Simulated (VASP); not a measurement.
Write the native input for VASP 6.6.1 that does the following.

- Task: single point
- Functional: PBEsol
- Potentials or basis: VASP PAW PBE potentials, release 64 (Ti_sv, O)
- Cutoff: 520 eV
- k mesh: 18 × 18 × 8
- Occupations: fermi-dirac, width 0.1 eV
- Spin: no spin polarisation
- Dipole correction: no
- Further INCAR settings: ALGO = Normal; EDIFF = 1e-07; NBANDS = 26

The structure of TiO lies in POSCAR:

```
TiO
1.0
    2.8516080131      0.0000000000      0.0000000000
   -1.4258040066      2.4695649810      0.0000000000
    0.0000000000      0.0000000000      5.5675030000
Ti O
2 2
Direct
    0.3333333333      0.6666666667      0.2500000000
    0.6666666667      0.3333333333      0.7500000000
    0.0000000000      0.0000000000      0.0000000000
    0.0000000000      0.0000000000      0.5000000000
```

One way to write it, as run:

INCAR

```
PREC = Accurate
ENCUT = 520
EDIFF = 1E-7
ISMEAR = -1
SIGMA = 0.1
LREAL = False
LASPH = True
NELM = 60
ALGO = Normal
ISIF = 2
LWAVE = False
LCHARG = False
GGA = PS
NBANDS = 26
```

KPOINTS

```
Automatic mesh
0
Gamma
  18 18 8
```

Potentials or basis: VASP PAW PBE potentials, release 64 (Ti_sv, O).

Run with:

```bash
$ cat potpaw_PBE.64/Ti_sv/POTCAR potpaw_PBE.64/O/POTCAR > POTCAR
$ mpirun -np 1 vasp_std > vasp.out
```

It gave:

The pressure is -9.3 GPa. The band gap on the k mesh is zero (bands 18 and 19 overlap by 0.20 eV).

Caveat: the cell stands under tension; the PAW data sets were made with another functional, which shifts forces and pressure a little; semilocal functionals often make such compounds metallic where correlation or magnetic order opens a gap, which also shifts bond lengths.

It took 65 s on 1 thread of Intel(R) Xeon(R) 6975P-C (Granite Rapids), on a shared host, peak memory 0.28 GiB.
